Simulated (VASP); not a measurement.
# SnSe (Fm-3m) in VASP: further runs, part 2 of 2

VASP 6.6.1. Earlier steps stand in the parts before.

### 3 Single point, PBE

INCAR

```
SYSTEM = SnSe
  ALGO = Normal
  EDIFF = 1E-7
  ENCUT = 520
  GGA = PE
  ISIF = 2
  ISMEAR = -1
  LASPH = .TRUE.
  LCHARG = .TRUE.
  LELF = .TRUE.
  LREAL = .FALSE.
  LVHAR = .TRUE.
  LWAVE = .FALSE.
  NBANDS = 17
  NELM = 80
  PREC = Accurate
  SIGMA = 0.05
```

KPOINTS

```
k-points
0
G
  9 9 9
  0 0 0
```

POSCAR

```
SnSe
1.0
    0.0000000000      3.0104337128      3.0104337128
    3.0104337128      0.0000000000      3.0104337128
    3.0104337128      3.0104337128      0.0000000000
Sn Se
1 1
Direct
    0.0000000000      0.0000000000      0.0000000000
    0.5000000000      0.5000000000      0.5000000000
```

Potentials or basis: VASP PAW PBE potentials, release 64 (Sn_d, Se).

Command:

```console
> cat potpaw_PBE.64/Sn_d/POTCAR potpaw_PBE.64/Se/POTCAR > POTCAR
> mpirun -np 1 vasp_std > vasp.out
```

OUTCAR:

```text
SYSTEM = SnSe
   EDIFF = 1E-7
   ENCUT = 520
   GGA = PE
   ISIF = 2
   ISMEAR = -1
   LASPH = .TRUE.
   LREAL = .FALSE.
   NELM = 80
   PREC = Accurate

 ion  position               nearest neighbor table
   1  0.000  0.000  0.000-   2 3.01   2 3.01   2 3.01   2 3.01   2 3.01   2 3.01
   2  0.500  0.500  0.500-   1 3.01   1 3.01   1 3.01   1 3.01   1 3.01   1 3.01

  LATTYP: Found a face centered cubic cell.
 ALAT       =     6.0208674256

  Lattice vectors:

 A1 = (   0.0000000000,   3.0104337128,   3.0104337128)
 A2 = (   3.0104337128,   0.0000000000,   3.0104337128)
 A3 = (   3.0104337128,   3.0104337128,   0.0000000000)

Analysis of symmetry for initial positions (statically):
=====================================================================
 Subroutine PRICEL returns:
 Original cell was already a primitive cell.

 Routine SETGRP: Setting up the symmetry group for a
 face centered cubic supercell.

 Subroutine GETGRP returns: Found 48 space group operations
 (whereof 48 operations were pure point group operations)
 out of a pool of 48 trial point group operations.

The static configuration has the point symmetry O_h .

Analysis of symmetry for dynamics (positions and initial velocities):
=====================================================================
 Subroutine PRICEL returns:
 Original cell was already a primitive cell.

 Routine SETGRP: Setting up the symmetry group for a
 face centered cubic supercell.

 Subroutine GETGRP returns: Found 48 space group operations
 (whereof 48 operations were pure point group operations)
 out of a pool of 48 trial point group operations.

The dynamic configuration has the point symmetry O_h .

 Subroutine INISYM returns: Found 48 space group operations
 (whereof 48 operations are pure point group operations),
 and found     1 'primitive' translations

----------------------------------------------------------------------------------------

                                     Primitive cell

  volume of cell :      54.5654

  direct lattice vectors                    reciprocal lattice vectors
     0.000000000  3.010433713  3.010433713    -0.166089025  0.166089025  0.166089025
     3.010433713  0.000000000  3.010433713     0.166089025 -0.166089025  0.166089025
     3.010433713  3.010433713  0.000000000     0.166089025  0.166089025 -0.166089025

  length of vectors
     4.257396185  4.257396185  4.257396185     0.287674630  0.287674630  0.287674630

  position of ions in fractional coordinates (direct lattice)
     0.000000000  0.000000000  0.000000000
     0.500000000  0.500000000  0.500000000

  ion indices of the primitive-cell ions
   primitive index   ion index
                 1           1
                 2           2

----------------------------------------------------------------------------------------

 KPOINTS: k-points

Automatic generation of k-mesh.
 Grid dimensions read from file:
 generate k-points for:    9    9    9

 Generating k-lattice:

  Cartesian coordinates                     Fractional coordinates (reciprocal lattice)
    -0.018454336  0.018454336  0.018454336     0.111111111  0.000000000  0.000000000
     0.018454336 -0.018454336  0.018454336     0.000000000  0.111111111  0.000000000
     0.018454336  0.018454336 -0.018454336     0.000000000  0.000000000  0.111111111

  Length of vectors
     0.031963848  0.031963848  0.031963848

  Shift w.r.t. Gamma in fractional coordinates (k-lattice)
     0.000000000  0.000000000  0.000000000

 Subroutine IBZKPT returns following result:
 ===========================================

 Found     35 irreducible k-points:

 Following reciprocal coordinates:
            Coordinates               Weight
  0.000000  0.000000  0.000000      1.000000
  0.111111  0.000000  0.000000      8.000000
  0.222222  0.000000  0.000000      8.000000
  0.333333  0.000000  0.000000      8.000000
  0.444444  0.000000  0.000000      8.000000
  0.111111  0.111111  0.000000      6.000000
[... 16 lines left out ...]
 -0.333333  0.333333  0.000000     12.000000
  0.444444  0.444444  0.000000      6.000000
 [... further k-points ...]
   k-points           NKPTS =     35   k-points in BZ     NKDIM =     35   number of bands    NBANDS=     17
   number of dos      NEDOS =    301   number of ions     NIONS =      2
   total plane-waves  NPLWV =  32768
   dimension x,y,z NGX =    32 NGY =   32 NGZ =   32
   dimension x,y,z NGXF=    64 NGYF=   64 NGZF=   64
   ions per type =               1   1
   NGX,Y,Z   is equivalent  to a cutoff of  12.50, 12.50, 12.50 a.u.
   NGXF,Y,Z  is equivalent  to a cutoff of  24.99, 24.99, 24.99 a.u.
 SYSTEM =  SnSe
   PREC   = accura    normal or accurate (medium, high low for compatibility)
   ISTART =      0    job   : 0-new  1-cont  2-samecut
   ICHARG =      2    charge: 1-file 2-atom 10-const
   ISPIN  =      1    spin polarized calculation?
   LNONCOLLINEAR =      F non collinear calculations
   LSORBIT =      F    spin-orbit coupling
   LASPH  =      T    aspherical Exc in radial PAW
   ENCUT  =  520.0 eV  38.22 Ry    6.18 a.u.   7.92  7.92  7.92*2*pi/ulx,y,z
   NELM   =     80;   NELMIN=  2; NELMDL= -5     # of ELM steps
   EDIFF  = 0.1E-06   stopping-criterion for ELM
   LREAL  =      F    real-space projection
   EDIFFG = 0.1E-05   stopping-criterion for IOM
   NSW    =      0    number of steps for IOM
   IBRION =     -1    ionic relax: 0-MD 1-quasi-New 2-CG
   NFREE  =      0    steps in history (QN), initial steepest desc. (CG)
   ISIF   =      2    stress and relaxation
   ISYM   =      2    0-nonsym 1-usesym 2-fastsym
   POTIM  = 0.5000    time-step for ionic-motion
   TEBEG  =    0.0;   TEEND  =   0.0 temperature during run
   PSTRESS=    0.0 pullay stress
   NELECT =      20.0000    total number of electrons
   NUPDOWN=      -1.0000    fix difference up-down
   EMIN   =  10.00;   EMAX   =-10.00  energy-range for DOS
   EFERMI =   0.00;   METHOD = LEGACY
   ISMEAR =    -1;   SIGMA  =   0.05  broadening in eV -4-tet -1-fermi 0-gaus
   EFERMI_NEDOS =   21; number of points for ismear=-14 and -15
   IALGO  =     38    algorithm
   IMIX   =      4    mixing-type and parameters
     AMIX     =   0.40;   BMIX     =  1.00
     AMIX_MAG =   1.60;   BMIX_MAG =  1.00
  volume/ion in A,a.u.               =      27.28       184.11
  Fermi-wavevector in a.u.,A,eV,Ry     =   1.171599  2.214002 18.675967  1.372645
  Thomas-Fermi vector in A             =   2.308041
   LORBIT       =      0    0 simple, 1 ext, 2 COOP (PROOUT), +10 PAW based schemes
   GGA     = PE    functional components
   LHFCALC =     F    Hartree Fock is set to
   AEXX    =    0.0000 exact exchange contribution
   IVDW    =     0    specifies the selected vdW correction
   LEPSILON=     F    determine dielectric tensor
   LRPA    =     F    only Hartree local field effects (RPA)
 non-spin polarized calculation
  energy-cutoff  :      520.00
  volume of cell :       54.57
 maximum number of plane-waves:      1484
   NGX = 15   NGY = 15   NGZ = 15

 number of electron      20.0000005 magnetization

 Free energy of the ion-electron system (eV)
  ---------------------------------------------------
  ext. energy  EPLUGINS =         0.00000000
  ---------------------------------------------------
  free energy    TOTEN  =        -8.21435530 eV

  energy without entropy =       -8.21425341  energy(sigma->0) =       -8.21430436

 E-fermi :   5.8264     XC(G=0):  -9.5954

 val. band max:        5.5086361116   @ k =  -0.3333   0.1111   0.0000
 cond. band min:       6.1369999726   @ k =  -0.3333   0.1111   0.0000
 fundamental gap:      0.6283638610
 Fermi energy:         5.8263793049

 k-point     1 :       0.0000    0.0000    0.0000
  band No.  band energies     occupation
      1     -16.0208      2.00000
      2     -16.0208      2.00000
      3     -16.0208      2.00000
      4     -16.0185      2.00000
      5     -16.0185      2.00000
      6      -8.2764      2.00000
[... 9 lines left out ...]
     16      11.4510      0.00000
     17      13.7397      0.00000

 k-point     2 :       0.1111    0.0000    0.0000
  band No.  band energies     occupation
      1     -16.0205      2.00000
      2     -16.0204      2.00000
      3     -16.0204      2.00000
      4     -16.0183      2.00000
      5     -16.0183      2.00000
      6      -8.1898      2.00000
[... 9 lines left out ...]
     16      11.7480      0.00000
     17      14.5726      0.00000
[... 421 lines left out ...]
 k-point    24 :       0.4444    0.4444    0.0000
  band No.  band energies     occupation
      1     -16.0455      2.00000
      2     -16.0271      2.00000
      3     -16.0112      2.00000
      4     -16.0039      2.00000
      5     -16.0039      2.00000
      6      -7.1145      2.00000
[... 9 lines left out ...]
     16      17.2485      0.00000
     17      18.1920      0.00000

 [... further k-points ...]
[... 5 lines left out ...]
  --------------------------------------------------------------------------------------
  -------------------------------------------------------------------------------------
  Total        0.3415825      0.3415825      0.3415825     -0.0000000      0.0000000      0.0000000
  in kB       10.0297254     10.0297254     10.0297254     -0.0000000      0.0000000      0.0000000
  external PRESSURE =      10.0297254 kB  Pullay stress =       0.0000000 kB

 VOLUME and BASIS-vectors are now :
 -----------------------------------------------------------------------------
  energy-cutoff  :      520.00
  volume of cell :       54.57
      direct lattice vectors                 reciprocal lattice vectors
     0.000000000  3.010433713  3.010433713    -0.166089025  0.166089025  0.166089025
     3.010433713  0.000000000  3.010433713     0.166089025 -0.166089025  0.166089025
     3.010433713  3.010433713  0.000000000     0.166089025  0.166089025 -0.166089025

 POSITION                                       TOTAL-FORCE (eV/Angst)
 -----------------------------------------------------------------------------------
      0.00000      0.00000      0.00000         0.000000      0.000000      0.000000
      3.01043      3.01043      3.01043        -0.000000     -0.000000     -0.000000
 -----------------------------------------------------------------------------------
    total drift:                                0.000000     -0.000000     -0.000000

  FREE ENERGIE OF THE ION-ELECTRON SYSTEM (eV)
  ---------------------------------------------------
  free  energy   TOTEN  =        -8.2143553048 eV

  energy  without entropy=       -8.2142534137  energy(sigma->0) =       -8.21430436
```

Run time: 18 s. Hardware: 1 thread of Intel Xeon Platinum 8488C (Sapphire Rapids), shared host; peak memory 0.18 GiB.

Results:

| Property | Result |
| --- | --- |
| Free energy | -8.2144 eV |
| Pressure | 1.0 GPa |

Caveat: this odd mesh misses L, where the gap lies, so gap, dielectric constants and Born charges aren't listed; spin-orbit coupling is left out, which moves the levels of the heavy elements.
